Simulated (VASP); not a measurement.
# Yb (Fd-3m) in VASP: further runs

Yb is run at these levels: PBE; tasks: single point.

Everything below comes from runs of VASP 6.6.1. Logs are shortened: lines on timing, memory, paths and dates and some standing lists are left out, and cuts for length are marked.

### 1 The cell of the first run

The structure is cubic, space group Fd-3m (No. 227). The conventional cell has a = 8.804 Å, b = 8.804 Å, c = 8.804 Å, α = 90.00°, β = 90.00°, γ = 90.00°. Within 5.0 Å of Yb (site symmetry -43m) lie 4 Yb at 3.81 Å.

This isn't the form of Yb at room conditions, which is fcc.

### 2 Single point, PBE

INCAR reads:

```
PREC     = Accurate       # precision mode
ENCUT    = 520            # plane-wave cutoff, eV
EDIFF    = 1E-6           # SCF threshold, eV
ISMEAR   = -1             # smearing method
SIGMA    = 0.06122561905347299 # smearing width, eV
LREAL    = F              # projectors in reciprocal space
LASPH    = T              # aspherical terms in the spheres
NELM     = 80             # most SCF steps
ALGO     = Fast           # electronic algorithm
ISIF     = 2              # what is computed and relaxed
LWAVE    = F              # write WAVECAR
LCHARG   = F              # write CHGCAR
GGA      = PE             # functional
NBANDS   = 31             # bands
```

KPOINTS reads:

```
regular mesh
0
Gamma
  11 11 11
```

POSCAR reads:

```
Yb
1.0
    0.0000000000      4.4021955227      4.4021955227
    4.4021955227      0.0000000000      4.4021955227
    4.4021955227      4.4021955227      0.0000000000
Yb
2
Direct
    0.0000000000      0.0000000000      0.0000000000
    0.2500000000      0.2500000000      0.2500000000
```

Potentials or basis: VASP PAW PBE potentials, release 64 (Yb).

Command:

```
$ cat potpaw_PBE.64/Yb/POTCAR > POTCAR
$ mpirun -np 1 vasp_std > vasp.out
```

OUTCAR:

```text
PREC = Accurate
   ENCUT = 520
   EDIFF = 1E-6
   ISMEAR = -1
   LREAL = F
   LASPH = T
   NELM = 80
   ISIF = 2
   GGA = PE

 ion  position               nearest neighbor table
   1  0.000  0.000  0.000-
   2  0.250  0.250  0.250-

  LATTYP: Found a face centered cubic cell.
 ALAT       =     8.8043910454

  Lattice vectors:

 A1 = (   0.0000000000,   4.4021955227,   4.4021955227)
 A2 = (   4.4021955227,   0.0000000000,   4.4021955227)
 A3 = (   4.4021955227,   4.4021955227,   0.0000000000)

Analysis of symmetry for initial positions (statically):
=====================================================================
 Subroutine PRICEL returns:
 Original cell was already a primitive cell.

 Routine SETGRP: Setting up the symmetry group for a
 face centered cubic supercell.

 Subroutine GETGRP returns: Found 48 space group operations
 (whereof 24 operations were pure point group operations)
 out of a pool of 48 trial point group operations.

The static configuration has the point symmetry T_d .
 The point group associated with its full space group is O_h .

Analysis of symmetry for dynamics (positions and initial velocities):
=====================================================================
 Subroutine PRICEL returns:
 Original cell was already a primitive cell.

 Routine SETGRP: Setting up the symmetry group for a
 face centered cubic supercell.

 Subroutine GETGRP returns: Found 48 space group operations
 (whereof 24 operations were pure point group operations)
 out of a pool of 48 trial point group operations.

The dynamic configuration has the point symmetry T_d .
 The point group associated with its full space group is O_h .

 Subroutine INISYM returns: Found 48 space group operations
 (whereof 24 operations are pure point group operations),
 and found     1 'primitive' translations

----------------------------------------------------------------------------------------

                                     Primitive cell

  volume of cell :     170.6232

  direct lattice vectors                    reciprocal lattice vectors
     0.000000000  4.402195523  4.402195523    -0.113579689  0.113579689  0.113579689
     4.402195523  0.000000000  4.402195523     0.113579689 -0.113579689  0.113579689
     4.402195523  4.402195523  0.000000000     0.113579689  0.113579689 -0.113579689

  length of vectors
     6.225644612  6.225644612  6.225644612     0.196725793  0.196725793  0.196725793

  position of ions in fractional coordinates (direct lattice)
     0.000000000  0.000000000  0.000000000
     0.250000000  0.250000000  0.250000000

  ion indices of the primitive-cell ions
   primitive index   ion index
                 1           1
                 2           2

----------------------------------------------------------------------------------------

 KPOINTS: regular mesh

Automatic generation of k-mesh.
 Grid dimensions read from file:
 generate k-points for:   11   11   11

 Generating k-lattice:

  Cartesian coordinates                     Fractional coordinates (reciprocal lattice)
    -0.010325426  0.010325426  0.010325426     0.090909091  0.000000000  0.000000000
     0.010325426 -0.010325426  0.010325426     0.000000000  0.090909091  0.000000000
     0.010325426  0.010325426 -0.010325426     0.000000000  0.000000000  0.090909091

  Length of vectors
     0.017884163  0.017884163  0.017884163

  Shift w.r.t. Gamma in fractional coordinates (k-lattice)
     0.000000000  0.000000000  0.000000000

 Subroutine IBZKPT returns following result:
 ===========================================

 Found     56 irreducible k-points:

 Following reciprocal coordinates:
            Coordinates               Weight
  0.000000  0.000000  0.000000      1.000000
  0.090909  0.000000  0.000000      8.000000
  0.181818  0.000000  0.000000      8.000000
  0.272727  0.000000  0.000000      8.000000
  0.363636  0.000000  0.000000      8.000000
  0.454545  0.000000  0.000000      8.000000
[... 16 lines left out ...]
 -0.272727  0.181818  0.000000     24.000000
 -0.181818  0.181818  0.000000     12.000000
 [... further k-points ...]
   k-points           NKPTS =     56   k-points in BZ     NKDIM =     56   number of bands    NBANDS=     31
   number of dos      NEDOS =    301   number of ions     NIONS =      2
   total plane-waves  NPLWV = 110592
   dimension x,y,z NGX =    48 NGY =   48 NGZ =   48
   dimension x,y,z NGXF=    96 NGYF=   96 NGZF=   96
   ions per type =               2
   NGX,Y,Z   is equivalent  to a cutoff of  12.82, 12.82, 12.82 a.u.
   NGXF,Y,Z  is equivalent  to a cutoff of  25.64, 25.64, 25.64 a.u.
 SYSTEM =  unknown system
   PREC   = accura    normal or accurate (medium, high low for compatibility)
   ISTART =      0    job   : 0-new  1-cont  2-samecut
   ICHARG =      2    charge: 1-file 2-atom 10-const
   ISPIN  =      1    spin polarized calculation?
   LNONCOLLINEAR =      F non collinear calculations
   LSORBIT =      F    spin-orbit coupling
   LASPH  =      T    aspherical Exc in radial PAW
   ENCUT  =  520.0 eV  38.22 Ry    6.18 a.u.  11.58 11.58 11.58*2*pi/ulx,y,z
   NELM   =     80;   NELMIN=  2; NELMDL= -5     # of ELM steps
   EDIFF  = 0.1E-05   stopping-criterion for ELM
   LREAL  =      F    real-space projection
   EDIFFG = 0.1E-04   stopping-criterion for IOM
   NSW    =      0    number of steps for IOM
   IBRION =     -1    ionic relax: 0-MD 1-quasi-New 2-CG
   NFREE  =      0    steps in history (QN), initial steepest desc. (CG)
   ISIF   =      2    stress and relaxation
   ISYM   =      2    0-nonsym 1-usesym 2-fastsym
   POTIM  = 0.5000    time-step for ionic-motion
   TEBEG  =    0.0;   TEEND  =   0.0 temperature during run
   PSTRESS=    0.0 pullay stress
   NELECT =      48.0000    total number of electrons
   NUPDOWN=      -1.0000    fix difference up-down
   EMIN   =  10.00;   EMAX   =-10.00  energy-range for DOS
   EFERMI =   0.00;   METHOD = LEGACY
   ISMEAR =    -1;   SIGMA  =   0.06  broadening in eV -4-tet -1-fermi 0-gaus
   EFERMI_NEDOS =   21; number of points for ismear=-14 and -15
   IALGO  =     68    algorithm
   IMIX   =      4    mixing-type and parameters
     AMIX     =   0.40;   BMIX     =  1.00
     AMIX_MAG =   1.60;   BMIX_MAG =  1.00
  volume/ion in A,a.u.               =      85.31       575.71
  Fermi-wavevector in a.u.,A,eV,Ry     =   1.072694  2.027098 15.655853  1.150673
  Thomas-Fermi vector in A             =   2.208472
   LORBIT       =      0    0 simple, 1 ext, 2 COOP (PROOUT), +10 PAW based schemes
   GGA     = PE    functional components
   LHFCALC =     F    Hartree Fock is set to
   AEXX    =    0.0000 exact exchange contribution
   IVDW    =     0    specifies the selected vdW correction
   LEPSILON=     F    determine dielectric tensor
   LRPA    =     F    only Hartree local field effects (RPA)
 non-spin polarized calculation
 RMM-DIIS sequential band-by-band and
  energy-cutoff  :      520.00
  volume of cell :      170.62
 maximum number of plane-waves:      4621
   NGX = 23   NGY = 23   NGZ = 23

 number of electron      47.9999992 magnetization

 Free energy of the ion-electron system (eV)
  ---------------------------------------------------
  ext. energy  EPLUGINS =         0.00000000
  ---------------------------------------------------
  free energy    TOTEN  =        -4.77378486 eV

  energy without entropy =       -4.72057912  energy(sigma->0) =       -4.74718199

 E-fermi :  -0.5590     XC(G=0):  -6.0990

 val. band max:       -0.5643390387   @ k =  -0.3636   0.3636   0.1818
 cond. band min:      -0.5563291461   @ k =  -0.3636   0.4545   0.0909
 fundamental gap:      0.0080098926
 Fermi energy:        -0.5590032724

 k-point     1 :       0.0000    0.0000    0.0000
  band No.  band energies     occupation
      1     -52.8375      2.00000
      2     -52.8301      2.00000
      3     -25.3147      2.00000
      4     -25.3147      2.00000
      5     -25.3147      2.00000
      6     -25.2432      2.00000
[... 23 lines left out ...]
     30       1.4044      0.00000
     31       1.4098      0.00000

 k-point     2 :       0.0909    0.0000    0.0000
  band No.  band energies     occupation
      1     -52.8374      2.00000
      2     -52.8302      2.00000
      3     -25.3153      2.00000
      4     -25.3153      2.00000
      5     -25.3144      2.00000
      6     -25.2437      2.00000
[... 23 lines left out ...]
     30       1.3758      0.00000
     31       1.4071      0.00000

 k-point     3 :       0.1818    0.0000    0.0000
  band No.  band energies     occupation
      1     -52.8371      2.00000
      2     -52.8306      2.00000
      3     -25.3167      2.00000
      4     -25.3167      2.00000
      5     -25.3133      2.00000
      6     -25.2448      2.00000
[... 23 lines left out ...]
     30       1.3707      0.00000
     31       1.4323      0.00000

 k-point     4 :       0.2727    0.0000    0.0000
  band No.  band energies     occupation
      1     -52.8366      2.00000
      2     -52.8310      2.00000
      3     -25.3184      2.00000
      4     -25.3184      2.00000
      5     -25.3120      2.00000
      6     -25.2464      2.00000
[... 23 lines left out ...]
     30       1.4351      0.00000
     31       1.4543      0.00000

 k-point     5 :       0.3636    0.0000    0.0000
  band No.  band energies     occupation
      1     -52.8361      2.00000
      2     -52.8315      2.00000
      3     -25.3200      2.00000
      4     -25.3200      2.00000
      5     -25.3107      2.00000
      6     -25.2479      2.00000
[... 23 lines left out ...]
     30       1.4668      0.00000
     31       1.5036      0.00000
[... 542 lines left out ...]
     30       1.6085      0.00000
     31       1.7446      0.00000

 k-point    22 :      -0.3636    0.1818    0.0000
  band No.  band energies     occupation
      1     -52.8354      2.00000
      2     -52.8322      2.00000
      3     -25.3256      2.00000
      4     -25.3217      2.00000
      5     -25.3017      2.00000
      6     -25.2569      2.00000
[... 23 lines left out ...]
     30       1.4966      0.00000
     31       1.8448      0.00000

 k-point    23 :      -0.2727    0.1818    0.0000
  band No.  band energies     occupation
      1     -52.8359      2.00000
      2     -52.8317      2.00000
      3     -25.3244      2.00000
      4     -25.3201      2.00000
      5     -25.3046      2.00000
      6     -25.2539      2.00000
[... 23 lines left out ...]
     30       1.4041      0.00000
     31       1.6850      0.00000

 k-point    24 :      -0.1818    0.1818    0.0000
  band No.  band energies     occupation
      1     -52.8364      2.00000
      2     -52.8312      2.00000
      3     -25.3221      2.00000
      4     -25.3184      2.00000
      5     -25.3081      2.00000
      6     -25.2503      2.00000
[... 23 lines left out ...]
     30       1.3778      0.00000
     31       1.4837      0.00000

 [... further k-points ...]
[... 5 lines left out ...]
  --------------------------------------------------------------------------------------
  -------------------------------------------------------------------------------------
  Total       -0.2644138     -0.2644138     -0.2644138     -0.0000000      0.0000000      0.0000000
  in kB       -2.4828857     -2.4828857     -2.4828857     -0.0000000      0.0000000      0.0000000
  external PRESSURE =      -2.4828857 kB  Pullay stress =       0.0000000 kB

 VOLUME and BASIS-vectors are now :
 -----------------------------------------------------------------------------
  energy-cutoff  :      520.00
  volume of cell :      170.62
      direct lattice vectors                 reciprocal lattice vectors
     0.000000000  4.402195523  4.402195523    -0.113579689  0.113579689  0.113579689
     4.402195523  0.000000000  4.402195523     0.113579689 -0.113579689  0.113579689
     4.402195523  4.402195523  0.000000000     0.113579689  0.113579689 -0.113579689

 POSITION                                       TOTAL-FORCE (eV/Angst)
 -----------------------------------------------------------------------------------
      0.00000      0.00000      0.00000        -0.000000     -0.000000      0.000000
      2.20110      2.20110      2.20110         0.000000      0.000000     -0.000000
 -----------------------------------------------------------------------------------
    total drift:                                0.000000      0.000000     -0.000000

  FREE ENERGIE OF THE ION-ELECTRON SYSTEM (eV)
  ---------------------------------------------------
  free  energy   TOTEN  =        -4.7737848620 eV

  energy  without entropy=       -4.7205791159  energy(sigma->0) =       -4.74718199
```

Wall time 19 min (1 thread of Intel Xeon 6975P-C (Granite Rapids), shared host); peak memory 0.51 GiB.

What came out:

```
Free energy            : -4.7738 eV
Pressure               : -0.2 GPa
Band gap on the k mesh : zero (bands 24 and 25 overlap by 1.03 eV)
```

Levels at points of the mesh, in eV from the Fermi level:
| k point | band 22 | band 23 | band 24 | band 25 | band 26 | band 27 |
| --- | --- | --- | --- | --- | --- | --- |
| (0.00, 0.00, 0.00) | -0.37 | -0.37 | 0.91 | 0.93 | 1.33 | 1.50 |

Caveat: spin-orbit coupling is left out, which moves the levels of the heavy elements. Spin polarisation is off, so any magnetic state and its effect on volume and gap are missing.

(Part 1 of 2 ends here.)
